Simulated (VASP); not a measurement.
Set up this calculation in VASP 6.6.1, as the native input.

```yaml
Task: single point
Functional: PBE
Potentials_or_basis: VASP PAW PBE potentials, release 64 (Si, O)
Cutoff: 520 eV
k_mesh: 1 × 1 × 1
Occupations: fermi-dirac, width 0.05 eV
Spin: no spin polarisation
Dipole_correction: no
Further_INCAR_settings: LREAL = Auto; ALGO = Normal; EDIFF = 1e-06; NBANDS = 122
```

The structure of Si13O24 (a cell with a defect) lies in POSCAR:

```
Si13O24
1.0
   -2.4985500000      4.3276160000      5.4574000000
    4.9971000000      0.0000000000      5.4574000000
    4.9971000000      8.6552310000      0.0000000000
Si O
13 24
Direct
    0.7874244938      0.1859144588      0.0947322101
    0.1469300451      0.1669740117      0.1834316364
    0.5090867099      0.1434584581      0.9667411775
    0.7582572520      0.2330389696      0.6317513402
    0.1811490001      0.1657377958      0.6780935932
    0.5983468849      0.0721921996      0.4356422662
    0.2636140045      0.7400140968      0.3717612871
    0.6307362347      0.6498735795      0.4449466200
    0.0579695023      0.5820055774      0.2084208098
    0.2485774871      0.7720733723      0.8639922019
    0.6824195795      0.6067840706      0.9072259433
    0.0664733431      0.6343548902      0.6846875487
    0.5448987431      0.7290229046      0.1347494343
    1.0111799236      0.1108928583      0.1117129726
    0.3268488556      0.2625526909      0.0524796695
    0.1344734285      0.6843230680      0.0337311204
    0.2654333318      0.9703566048      0.2909346344
    0.0456853759      0.3579683786      0.2523550482
    0.6958965334      0.0430450871      0.0605214382
    1.0036338851      0.1614813712      0.6198977174
    0.3788722761      0.1836116906      0.5351314455
    0.1163730411      0.7249616604      0.5208736965
    0.1657041386      1.0092876157      0.8299831765
    0.1354349689      0.3908962511      0.6947116098
    0.7515861931      0.1225846575      0.5102375159
    0.4535136636      0.5974629919      0.4207128629
    0.8474018112      0.6583518444      0.2934953860
    0.6486922031      0.1826377342      0.2669610138
    0.7217898410      0.4838392131      0.5799233707
    0.6282168893      0.8388553429      0.4940039773
    0.2054410161      0.6278129143      0.2717697738
    0.4771107014      0.6903316705      0.8646271942
    0.8341412575      0.7138303040      0.7548102353
    0.5916772436      0.2453513781      0.7886153580
    0.7755336589      0.3708547311     -0.0397807835
    0.4706251564      0.9222175893      1.0112399130
    0.2257288881      0.6889924077      0.7377540879
```

These files were run (other wordings do the same):

INCAR

```
SYSTEM = Si13O24
PREC = Accurate
ENCUT = 520
EDIFF = 1E-6
ISMEAR = -1
SIGMA = 0.05
LREAL = Auto
LASPH = .True.
NELM = 100
ALGO = Normal
ISIF = 2
LWAVE = .False.
LCHARG = .False.
GGA = PE
NBANDS = 122
```

KPOINTS

```
regular mesh
0
Gamma
  1 1 1
  0 0 0
```

Potentials or basis: VASP PAW PBE potentials, release 64 (Si, O).

Launch:

```console
$ cat potpaw_PBE.64/Si/POTCAR potpaw_PBE.64/O/POTCAR > POTCAR
$ mpirun -np 1 vasp_gam > vasp.out
```

It gave:

```yaml
Pressure: 6.0 GPa
Largest_force: 6.495 eV/Å
Band_gap_on_the_k_mesh: 1.95 eV
```

Caveat: the k points lie up to 0.93 Å⁻¹ apart, too coarse for converged energies, forces and pressures; the atoms stand as in a frame of molecular dynamics.

Wall time 3.1 min on 1 thread of Intel Xeon 8259CL (shared host), peak memory 0.5 GiB.
